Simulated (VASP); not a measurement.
# Sn (Fd-3m) in VASP: further runs

Sn is run at these levels: PBE; tasks: relaxation of cell and atoms, single point.

Program: VASP 6.6.1. These are calculated values, not measurements. Logs are shortened: lines on timing, memory, paths and dates and some standing lists are left out, and cuts for length are marked.

## (1) The cell of the first run

It takes space group Fd-3m (No. 227, cubic). Conventional cell: a = 6.570 Å, b = 6.570 Å, c = 6.570 Å, α = 90.00°, β = 90.00°, γ = 90.00°. Sn (site symmetry -43m) has 4 Sn at 2.84 Å within 3.7 Å.

## (2) Relaxation of cell and atoms, PBE

Input file INCAR:

```
ALGO = Fast
EDIFF = 1E-7
EDIFFG = -0.005
ENCUT = 600
GGA = PE
IBRION = 2
ISIF = 3
ISMEAR = 0
LASPH = T
LCHARG = F
LREAL = F
LWAVE = F
NELM = 100
NSW = 100
PREC = Accurate
SIGMA = 0.1
```

Input file KPOINTS:

```
k-points
0
Gamma
  12 12 12
```

Input file POSCAR:

```
Sn
1.0
    0.0000000000      3.2849869970      3.2849869970
    3.2849869970      0.0000000000      3.2849869970
    3.2849869970      3.2849869970      0.0000000000
Sn
2
Direct
    0.0000000000      0.0000000000      0.0000000000
    0.2500000000      0.2500000000      0.2500000000
```

Potentials or basis: VASP PAW PBE potentials, release 64 (Sn_d).

Run with:

```console
cat potpaw_PBE.64/Sn_d/POTCAR > POTCAR
mpirun -np 1 vasp_std > vasp.out
```

OUTCAR:

```text
EDIFF = 1E-7
   EDIFFG = -0.005
   ENCUT = 600
   GGA = PE
   IBRION = 2
   ISIF = 3
   ISMEAR = 0
   LASPH = T
   LREAL = F
   NELM = 100
   NSW = 100
   PREC = Accurate

 ion  position               nearest neighbor table
   1  0.000  0.000  0.000-   2 2.84   2 2.84   2 2.84   2 2.84
   2  0.250  0.250  0.250-   1 2.84   1 2.84   1 2.84   1 2.84

  LATTYP: Found a face centered cubic cell.
 ALAT       =     6.5699739940

  Lattice vectors:

 A1 = (   0.0000000000,   3.2849869970,   3.2849869970)
 A2 = (   3.2849869970,   0.0000000000,   3.2849869970)
 A3 = (   3.2849869970,   3.2849869970,   0.0000000000)

Analysis of symmetry for initial positions (statically):
=====================================================================
 Subroutine PRICEL returns:
 Original cell was already a primitive cell.

 Routine SETGRP: Setting up the symmetry group for a
 face centered cubic supercell.

 Subroutine GETGRP returns: Found 48 space group operations
 (whereof 24 operations were pure point group operations)
 out of a pool of 48 trial point group operations.

The static configuration has the point symmetry T_d .
 The point group associated with its full space group is O_h .

Analysis of symmetry for dynamics (positions and initial velocities):
=====================================================================
 Subroutine PRICEL returns:
 Original cell was already a primitive cell.

 Routine SETGRP: Setting up the symmetry group for a
 face centered cubic supercell.

 Subroutine GETGRP returns: Found 48 space group operations
 (whereof 24 operations were pure point group operations)
 out of a pool of 48 trial point group operations.

The dynamic configuration has the point symmetry T_d .
 The point group associated with its full space group is O_h .

 Subroutine INISYM returns: Found 48 space group operations
 (whereof 24 operations are pure point group operations),
 and found     1 'primitive' translations

----------------------------------------------------------------------------------------

                                     Primitive cell

  volume of cell :      70.8975

  direct lattice vectors                    reciprocal lattice vectors
     0.000000000  3.284986997  3.284986997    -0.152207604  0.152207604  0.152207604
     3.284986997  0.000000000  3.284986997     0.152207604 -0.152207604  0.152207604
     3.284986997  3.284986997  0.000000000     0.152207604  0.152207604 -0.152207604

  length of vectors
     4.645673163  4.645673163  4.645673163     0.263631303  0.263631303  0.263631303

  position of ions in fractional coordinates (direct lattice)
     0.000000000  0.000000000  0.000000000
     0.250000000  0.250000000  0.250000000

  ion indices of the primitive-cell ions
   primitive index   ion index
                 1           1
                 2           2

----------------------------------------------------------------------------------------

 KPOINTS: k-points

Automatic generation of k-mesh.
 Grid dimensions read from file:
 generate k-points for:   12   12   12

 Generating k-lattice:

  Cartesian coordinates                     Fractional coordinates (reciprocal lattice)
    -0.012683967  0.012683967  0.012683967     0.083333333  0.000000000  0.000000000
     0.012683967 -0.012683967  0.012683967     0.000000000  0.083333333  0.000000000
     0.012683967  0.012683967 -0.012683967     0.000000000  0.000000000  0.083333333

  Length of vectors
     0.021969275  0.021969275  0.021969275

  Shift w.r.t. Gamma in fractional coordinates (k-lattice)
     0.000000000  0.000000000  0.000000000

 Subroutine IBZKPT returns following result:
 ===========================================

 Found     72 irreducible k-points:

 Following reciprocal coordinates:
            Coordinates               Weight
  0.000000  0.000000  0.000000      1.000000
  0.083333  0.000000  0.000000      8.000000
  0.166667  0.000000  0.000000      8.000000
  0.250000  0.000000  0.000000      8.000000
  0.333333  0.000000  0.000000      8.000000
  0.416667  0.000000  0.000000      8.000000
[... 16 lines left out ...]
  0.500000  0.166667  0.000000     24.000000
 -0.416667  0.166667  0.000000     24.000000
 [... further k-points ...]
   k-points           NKPTS =     72   k-points in BZ     NKDIM =     72   number of bands    NBANDS=     18
   number of dos      NEDOS =    301   number of ions     NIONS =      2
   total plane-waves  NPLWV =  64000
   dimension x,y,z NGX =    40 NGY =   40 NGZ =   40
   dimension x,y,z NGXF=    80 NGYF=   80 NGZF=   80
   ions per type =               2
   NGX,Y,Z   is equivalent  to a cutoff of  14.31, 14.31, 14.31 a.u.
   NGXF,Y,Z  is equivalent  to a cutoff of  28.63, 28.63, 28.63 a.u.
 SYSTEM =  unknown system
   PREC   = accura    normal or accurate (medium, high low for compatibility)
   ISTART =      0    job   : 0-new  1-cont  2-samecut
   ICHARG =      2    charge: 1-file 2-atom 10-const
   ISPIN  =      1    spin polarized calculation?
   LNONCOLLINEAR =      F non collinear calculations
   LSORBIT =      F    spin-orbit coupling
   LASPH  =      T    aspherical Exc in radial PAW
   ENCUT  =  600.0 eV  44.10 Ry    6.64 a.u.   9.28  9.28  9.28*2*pi/ulx,y,z
   NELM   =    100;   NELMIN=  2; NELMDL= -5     # of ELM steps
   EDIFF  = 0.1E-06   stopping-criterion for ELM
   LREAL  =      F    real-space projection
   EDIFFG = -.5E-02   stopping-criterion for IOM
   NSW    =    100    number of steps for IOM
   IBRION =      2    ionic relax: 0-MD 1-quasi-New 2-CG
   NFREE  =      1    steps in history (QN), initial steepest desc. (CG)
   ISIF   =      3    stress and relaxation
   ISYM   =      2    0-nonsym 1-usesym 2-fastsym
   POTIM  = 0.5000    time-step for ionic-motion
   TEBEG  =    0.0;   TEEND  =   0.0 temperature during run
   PSTRESS=    0.0 pullay stress
   NELECT =      28.0000    total number of electrons
   NUPDOWN=      -1.0000    fix difference up-down
   EMIN   =  10.00;   EMAX   =-10.00  energy-range for DOS
   EFERMI =   0.00;   METHOD = LEGACY
   ISMEAR =     0;   SIGMA  =   0.10  broadening in eV -4-tet -1-fermi 0-gaus
   EFERMI_NEDOS =   21; number of points for ismear=-14 and -15
   IALGO  =     68    algorithm
   IMIX   =      4    mixing-type and parameters
     AMIX     =   0.40;   BMIX     =  1.00
     AMIX_MAG =   1.60;   BMIX_MAG =  1.00
  volume/ion in A,a.u.               =      35.45       239.22
  Fermi-wavevector in a.u.,A,eV,Ry     =   1.201113  2.269774 19.628749  1.442672
  Thomas-Fermi vector in A             =   2.336931
   LORBIT       =      0    0 simple, 1 ext, 2 COOP (PROOUT), +10 PAW based schemes
   GGA     = PE    functional components
   LHFCALC =     F    Hartree Fock is set to
   AEXX    =    0.0000 exact exchange contribution
   IVDW    =     0    specifies the selected vdW correction
   LEPSILON=     F    determine dielectric tensor
   LRPA    =     F    only Hartree local field effects (RPA)
 conjugate gradient relaxation of ions
 non-spin polarized calculation
 RMM-DIIS sequential band-by-band and
 Gauss-broadening in eV      SIGMA  =   0.10
  energy-cutoff  :      600.00
  volume of cell :       70.90
 maximum number of plane-waves:      2421
 NGX is ok and might be reduce to    40
   NGX = 19   NGY = 19   NGZ = 19

--------------------------------------- Ionic step        1  -------------------------------------------

 number of electron      27.9999999 magnetization

 Free energy of the ion-electron system (eV)
  ---------------------------------------------------
  ext. energy  EPLUGINS =         0.00000000
  ---------------------------------------------------
  free energy    TOTEN  =        -7.68056275 eV

  energy without entropy =       -7.67934722  energy(sigma->0) =       -7.67995498

 E-fermi :   5.2503     XC(G=0):  -8.7153

 val. band max:        5.2234908113   @ k =   0.4167   0.0000   0.0000
 cond. band min:       5.3430852467   @ k =   0.0000   0.0000   0.0000
 fundamental gap:      0.1195944354
 Fermi energy:         5.2502910498

 k-point     1 :       0.0000    0.0000    0.0000
  band No.  band energies     occupation
      1     -16.3582      2.00000
      2     -16.3582      2.00000
      3     -16.3582      2.00000
      4     -16.3035      2.00000
      5     -16.3035      2.00000
      6     -16.0235      2.00000
[... 10 lines left out ...]
     17       7.4126      0.00000
     18       7.4126      0.00000
[... 541 lines left out ...]
 POSITION                                       TOTAL-FORCE (eV/Angst)
 -----------------------------------------------------------------------------------
      6.67447      3.33723      3.33723         0.000000      0.000000      0.000000
      1.66862      1.66862      1.66862        -0.000000     -0.000000     -0.000000
 -----------------------------------------------------------------------------------
    total drift:                               -0.000000     -0.000000      0.000000

  FREE ENERGIE OF THE ION-ELECTRON SYSTEM (eV)
  ---------------------------------------------------
  free  energy   TOTEN  =        -7.6922998475 eV

  energy  without entropy=       -7.6909979592  energy(sigma->0) =       -7.69164890

--------------------------------------- Ionic step        3  -------------------------------------------

 number of electron      27.9999997 magnetization

 Free energy of the ion-electron system (eV)
  ---------------------------------------------------
  ext. energy  EPLUGINS =         0.00000000
  ---------------------------------------------------
  free energy    TOTEN  =        -7.69299016 eV

  energy without entropy =       -7.69169217  energy(sigma->0) =       -7.69234116

 E-fermi :   4.8534     XC(G=0):  -8.5519

 val. band max:        4.8385523356   @ k =   0.0833   0.0000   0.0000
 cond. band min:       4.8991408120   @ k =   0.3333   0.0000   0.0000
 fundamental gap:      0.0605884765
 Fermi energy:         4.8533545963

 k-point     1 :       0.0000    0.0000    0.0000
  band No.  band energies     occupation
      1     -16.6760      2.00000
      2     -16.6760      2.00000
      3     -16.6760      2.00000
      4     -16.6261      2.00000
      5     -16.6261      2.00000
      6     -16.3735      2.00000
[... 10 lines left out ...]
     17       7.0245      0.00000
     18       7.0245      0.00000
[... 505 lines left out ...]
 POSITION                                       TOTAL-FORCE (eV/Angst)
 -----------------------------------------------------------------------------------
     -0.00000      0.00000      0.00000         0.000000      0.000000     -0.000000
      1.66352      1.66352      1.66352        -0.000000     -0.000000      0.000000
 -----------------------------------------------------------------------------------
    total drift:                               -0.000000     -0.000000      0.000000

  FREE ENERGIE OF THE ION-ELECTRON SYSTEM (eV)
  ---------------------------------------------------
  free  energy   TOTEN  =        -7.6929901621 eV

  energy  without entropy=       -7.6916921668  energy(sigma->0) =       -7.69234116

 reached required accuracy - stopping structural energy minimisation
```

Wall time 3.2 min (1 thread of Intel Xeon 6975P-C (Granite Rapids), shared host); peak memory 0.3 GiB.

Results:

```
Free energy                            : -7.6930 eV
Relaxed volume                         : 36.83 Å³/atom
Relaxed cell                           : a = 4.705 Å, b = 4.705 Å, c = 4.705 Å, α = 60.00°, β = 60.00°, γ = 60.00°
Space group after relaxing (to 0.05 Å) : Fd-3m (No. 227)
Energy gained by relaxing              : 6.2 meV/atom
Ionic steps                            : 3
Pressure after relaxing                : 0.0 GPa
Band gap on the k mesh                 : zero (band 14 reaches 4.96 eV, above the bottom of band 15 at 4.73 eV)
```

The path:
```
step  energy change (eV)  largest force (eV/Å)  pressure (GPa)  volume (Å³)
   1              0.0000                0.0000            1.49        70.90
   2             -0.0117                0.0000           -0.32        74.33
   3             -0.0124                0.0000            0.00        73.66
```

Final structure:
```cif
data_structure
_symmetry_space_group_name_H-M 'P 1'
_symmetry_Int_Tables_number 1
_cell_length_a 4.7051
_cell_length_b 4.7051
_cell_length_c 4.7051
_cell_angle_alpha 60.000
_cell_angle_beta 60.000
_cell_angle_gamma 60.000
_cell_volume 73.66
loop_
_atom_site_label
_atom_site_type_symbol
_atom_site_fract_x
_atom_site_fract_y
_atom_site_fract_z
_atom_site_occupancy
Sn1 Sn 0.00000 0.00000 0.00000 1
Sn2 Sn 0.25000 0.25000 0.25000 1
```

Levels at points of the mesh, in eV from the Fermi level:
```
           k point  band 12  band 13  band 14  band 15  band 16  band 17
(0.00, 0.00, 0.00)    -1.12     0.11     0.11     0.11     2.17     2.17
(0.50, 0.00, 0.00)    -6.01    -0.98    -0.98    -0.12     3.22     3.22
(0.50, 0.50, 0.00)    -7.25    -2.20    -2.20     0.92     0.92     7.28
```

Caveat: spin-orbit coupling is left out, which moves the levels of the heavy elements.

## (3) Single point, PBE

This run uses another cell than the first one, of 36.90 Å³/atom, 1.041 times its volume.

Input file INCAR:

```
SYSTEM = Sn
ALGO = Normal
EDIFF = 1E-6
ENCUT = 520
GGA = PE
ISIF = 2
ISMEAR = 0
LASPH = .TRUE.
LCHARG = .FALSE.
LREAL = .FALSE.
LWAVE = .FALSE.
NBANDS = 21
NELM = 60
PREC = Accurate
SIGMA = 0.1
```

Input file KPOINTS:

```
k-points
0
G
  12 12 12
  0 0 0
```

Input file POSCAR:

```
Sn
1.0
    0.0000000000      3.3291058909      3.3291058909
    3.3291058909      0.0000000000      3.3291058909
    3.3291058909      3.3291058909      0.0000000000
Sn
2
Direct
    0.0000000000      0.0000000000      0.0000000000
    0.2500000000      0.2500000000      0.2500000000
```

Potentials or basis: VASP PAW PBE potentials, release 64 (Sn_d).

Run with:

```console
cat potpaw_PBE.64/Sn_d/POTCAR > POTCAR
mpirun -np 1 vasp_std > vasp.out
```

Run time: 4.5 min. Hardware: 1 thread of AMD EPYC 7R13 (Zen 3), shared host; peak memory 0.21 GiB.

Results (log left out):

```
Free energy            : -7.6932 eV
Pressure               : -0.1 GPa
Band gap on the k mesh : zero (band 14 reaches 4.95 eV, above the bottom of band 15 at 4.71 eV)
```

Levels at points of the mesh, in eV from the Fermi level:
```
           k point  band 11  band 12  band 13  band 14  band 15  band 16  band 17  band 18
(0.00, 0.00, 0.00)   -10.09    -1.14     0.11     0.11     0.11     2.17     2.17     2.17
(0.50, 0.00, 0.00)    -8.62    -6.01    -0.98    -0.98    -0.12     3.22     3.22     5.71
(0.50, 0.50, 0.00)    -7.24    -7.24    -2.20    -2.20     0.93     0.93     7.27     7.27
```

Caveat: spin-orbit coupling is left out, which moves the levels of the heavy elements.

## (4) Single point, PBE (equal strain along all axes, cell held: +2.0 %)

Input file INCAR:

```
ALGO     = Fast           # electronic algorithm
EDIFF    = 1E-6           # SCF threshold, eV
ENCUT    = 520            # plane-wave cutoff, eV
GGA      = PE             # functional
ISIF     = 2              # what is computed and relaxed
ISMEAR   = 0              # smearing method
LASPH    = T              # aspherical terms in the spheres
LCHARG   = F              # write CHGCAR
LREAL    = F              # projectors in reciprocal space
LWAVE    = F              # write WAVECAR
NBANDS   = 36             # bands
NELM     = 100            # most SCF steps
PREC     = Accurate       # precision mode
SIGMA    = 0.1            # smearing width, eV
```

Input file KPOINTS:

```
k-points
0
Gamma
  12 12 8
```

Input file POSCAR:

```
Sn
1.0
    3.3956880092      3.3956880092      0.0000000000
   -3.3956880092      3.3956880092      0.0000000000
    0.0000000000      0.0000000000      6.7913760184
Sn
4
Direct
    0.0000000000      0.0000000000      0.5000000000
    0.0000000000      0.5000000000      0.2500000000
    0.5000000000      0.5000000000      0.0000000000
    0.5000000000      0.0000000000      0.7500000000
```

Run with:

```console
cat potpaw_PBE.64/Sn_d/POTCAR > POTCAR
mpirun -np 1 vasp_std > vasp.out
```

Run time: 12 min. Hardware: 1 thread of AMD EPYC 9R45 (Zen 5), shared host; peak memory 0.6 GiB.

The run converged. Its results:

```yaml
Free_energy: -15.3285 eV
Pressure: -1.9 GPa
Band_gap_on_the_k_mesh: zero (band 28 reaches 4.39 eV, above the bottom of band 29 at 4.06 eV)
```

Levels at points of the mesh, in eV from the Fermi level:
| k point | band 26 | band 27 | band 28 | band 29 | band 30 | band 31 |
| --- | --- | --- | --- | --- | --- | --- |
| (0.00, 0.00, 0.00) | -1.51 | 0.13 | 0.13 | 0.13 | 0.99 | 0.99 |
| (0.50, 0.00, 0.00) | -2.46 | -0.94 | -0.94 | 1.35 | 1.35 | 3.75 |
| (0.50, 0.50, 0.00) | -2.01 | -2.01 | -2.01 | 0.99 | 0.99 | 0.99 |
| (0.00, 0.00, 0.50) | -1.27 | -1.27 | -1.27 | 1.13 | 1.13 | 1.89 |
| (0.50, 0.00, 0.50) | -0.89 | -0.89 | -0.89 | -0.20 | -0.20 | 3.19 |
| (0.50, 0.50, 0.50) | -2.48 | -2.48 | -2.48 | 3.06 | 3.06 | 3.06 |

Caveat: the cell differs from its parent crystal (equal strain along all axes, cell held: +2.0 %); spin-orbit coupling is left out, which moves the levels of the heavy elements.

## (5) The runs side by side

| task | cell | k mesh | cutoff (eV) | gap on the mesh (eV) | pressure (GPa) |
| --- | --- | --- | --- | --- | --- |
| relaxation of cell and atoms | relaxed from a = 4.646 Å, angles 60.0°, 2 atoms | 12 × 12 × 12 | 600 | none | 0.0 |
| single point | a = 4.708 Å, angles 60.0°, 2 atoms | 12 × 12 × 12 | 520 | none | -0.1 |
| single point | a = 4.802, b = 4.802, c = 6.791 Å, 4 atoms | 12 × 12 × 8 | 520 | none | -1.9 |

Alike in all rows: level PBE; potentials or basis VASP PAW PBE potentials, release 64 (Sn_d); no spin polarisation; smearing gaussian 0.1 eV.

Caveats: spin-orbit coupling is left out, which moves the levels of the heavy elements.

Total energies depend on the potentials used, so only differences within one code and one set of settings carry meaning.
